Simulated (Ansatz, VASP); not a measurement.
One calculation of Ge, two programs

File INCAR:

```
SYSTEM = Ge
  ALGO = Normal
  EDIFF = 1E-6
  ENCUT = 520
  GGA = PE
  ISIF = 2
  ISMEAR = 0
  LASPH = .True.
  LCHARG = .True.
  LELF = .True.
  LREAL = .False.
  LVHAR = .True.
  LWAVE = .False.
  NBANDS = 21
  NELM = 80
  PREC = Accurate
  SIGMA = 0.15
```

File KPOINTS:

```
k-points
0
Gamma
  14 14 14
  0 0 0
```

The input POSCAR:

```
Ge
1.0
   -0.0288053477      2.8805347716      2.8805347716
    2.8805347716     -0.0288053477      2.8805347716
    2.8517294239      2.8517294239      0.0000000000
Ge
2
Direct
    0.5000000000      0.5000000000      0.5000000000
    0.7500000000      0.7500000000      0.7500000000
```

Input for Ansatz:

```yaml
crystal:
  lattice:
    - [-0.0288053477, 2.8805347716, 2.8805347716]
    - [2.8805347716, -0.0288053477, 2.8805347716]
    - [2.8517294239, 2.8517294239, 0.0]
  atoms:
    - { symbol: Ge, position: [0.5, 0.5, 0.5] }
    - { symbol: Ge, position: [0.75, 0.75, 0.75] }
basis:
  ecutwfc: 420
kpoints:
  mp_grid: { grid: [14, 14, 14] }
hamiltonian:
  xc: pbe
scf:
  occupations: { method: gaussian, width: 0.15 }
output:
  forces: true
  stress: true
  eigenvalues: true
```

Change from the starting cell: engineering shear strain xy -0.0200, normal strain along z +0.0000.

Alike in both runs: task single point; functional PBE; k mesh 14 × 14 × 14; occupations gaussian, width 0.15 eV; no spin polarisation.

```csv
,VASP,Ansatz
version,VASP 6.6.1,Ansatz 0.2.0
potentials or method,"VASP PAW PBE potentials, release 64 (Ge_d), cutoff 520 eV","scalar-relativistic, plane waves, PAW"
valence electrons in the cell,28,28
```

```csv
,VASP,Ansatz,Ansatz less VASP
gap on the k mesh at the Fermi level (eV),none,none,-
pressure (GPa),0.0,0.1,+0.03
"traceless stress, the component that is largest in VASP (GPa)",1.43,1.44,+0.003
rms of the force components (eV/Å),0.086,0.087,+0.0006
```

Atom by atom the forces differ by 0.001 eV/Å (rms over components). A gap of «none» marks a metal or a gap that the smearing closes. With one functional, cell and mesh, what is left measures potentials, basis and numerics.
